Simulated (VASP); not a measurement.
SiC, 2 atoms in the cell. It takes space group I-4m2 (No. 119, tetragonal). The conventional cell has a = 3.075 Å, b = 3.075 Å, c = 4.218 Å, α = 90.00°, β = 90.00°, γ = 90.00°. Within 2.5 Å of Si (site symmetry -4m2) lie 4 C at 1.86 Å. Within 2.5 Å of C (site symmetry -4m2) lie 4 Si at 1.86 Å.  This cell differs from its parent crystal: strain -0.0300 x Voigt [0, 1, 0, 0, 0, 0].

```yaml
Program: VASP 6.6.1
Task: single point
Functional: PBE
Potentials_or_basis: VASP PAW PBE potentials, release 64 (Si, C)
Cutoff: 520 eV
k_mesh: 12 × 12 × 12
Occupations: gaussian, width 0.05 eV
Spin: no spin polarisation
Dipole_correction: no
Further_INCAR_settings: ALGO = Normal; EDIFF = 1e-07; NBANDS = 11
```

Potentials or basis: VASP PAW PBE potentials, release 64 (Si, C).

Command:

```bash
$ cat potpaw_PBE.64/Si/POTCAR potpaw_PBE.64/C/POTCAR > POTCAR
$ mpirun -np 1 vasp_std > vasp.out
```

Hardware: 1 thread of Intel(R) Xeon(R) Platinum 8375C CPU @ 2.90GHz (Ice Lake), on a shared host.

Question: Estimate the wall time of this run.

Answer: Run time: 25 s on 1 thread of Intel(R) Xeon(R) Platinum 8375C CPU @ 2.90GHz (Ice Lake), on a shared host, peak memory 0.15 GiB. Counts: scf iterations 13, k points 163.
